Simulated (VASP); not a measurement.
Crystal: GaP.

```
Ga P
1.0
     0.00000    2.74330    2.74330
     2.74330    0.00000    2.74330
     2.74330    2.74330    0.00000
Ga P
1 1
Direct
  0.00000 0.00000 0.00000
  0.75000 0.75000 0.75000
```

Base run:

| Item | Value |
| --- | --- |
| Program | VASP 6.6.1 |
| Functional | b88 exchange, pbe correlation |
| Potentials or basis | VASP PAW PBE potentials, release 64 (Ga_d, P) |
| Cutoff | 500 eV |
| k mesh | 8 × 8 × 8 |
| Occupations | fermi-dirac, width 0.05 eV |
| Spin | no spin polarisation |

Its results: band gap on the k mesh 1.61 eV (least direct gap 1.65 eV); pressure 0.6 GPa.

**Question.** After a change of settings the same cell gave: band gap on the k mesh 1.68 eV (least direct gap 1.76 eV); pressure 2.3 GPa. Which change was it?
A. functional from b88 exchange, pbe correlation to HF; cutoff from 500 eV to 520 eV; k mesh from 8 × 8 × 8 to 4 × 4 × 4
B. functional from b88 exchange, pbe correlation to BLYP; cutoff from 500 eV to 520 eV; dispersion from none to D3(BJ)
C. functional from b88 exchange, pbe correlation to revPBE; cutoff from 500 eV to 520 eV; further incar settings from ALGO = Normal; EDIFF = 1e-06; NBANDS = 16 to ALGO = Normal; EDIFF = 1e-07; NBANDS = 16

**Answer.** C.

Caveats: the PAW data sets were made with another functional, which shifts forces and pressure a little.
